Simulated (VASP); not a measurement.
A run of VASP 6.6.1:

INCAR

```
SYSTEM = Al2O3
PREC = Accurate ; ENCUT = 520
EDIFF = 1E-7 ; ISMEAR = 0
SIGMA = 0.05 ; LREAL = .False.
LASPH = .True. ; NELM = 60
ALGO = Normal ; ISIF = 2
LWAVE = .False. ; LCHARG = .False.
GGA = PE ; NBANDS = 35
```

The input KPOINTS:

```
Automatic mesh
0
Gamma
  6 6 6
  0 0 0
```

The input POSCAR:

```
Al2O3
1.0
    2.4644632860      1.4228585415      4.3744828318
   -2.4644632860      1.4228585415      4.3744828318
    0.0000000000     -2.8457170833      4.3744828317
Al O
4 6
Direct
    0.8521479318      0.8521479318      0.8521479318
    0.6478520682      0.6478520682      0.6478520682
    0.1478520682      0.1478520682      0.1478520682
    0.3521479318      0.3521479318      0.3521479318
    0.0561765927      0.4438234073      0.7500000000
    0.7500000000      0.0561765927      0.4438234073
    0.4438234073      0.7500000000      0.0561765927
    0.9438234073      0.5561765927      0.2500000000
    0.2500000000      0.9438234073      0.5561765927
    0.5561765927      0.2500000000      0.9438234073
```

Potentials or basis: VASP PAW PBE potentials, release 64 (Al, O).

Launch:

```console
$ cat potpaw_PBE.64/Al/POTCAR potpaw_PBE.64/O/POTCAR > POTCAR
$ mpirun -np 1 vasp_std > vasp.out
```

Hardware: 1 thread of Intel(R) Xeon(R) 6975P-C (Granite Rapids), on a shared host.

Problem. How long does it take, and how much memory?

Solution. Run time: 67 s on 1 thread of Intel(R) Xeon(R) 6975P-C (Granite Rapids), on a shared host, peak memory 0.26 GiB. Counts: scf iterations 15, k points 32.
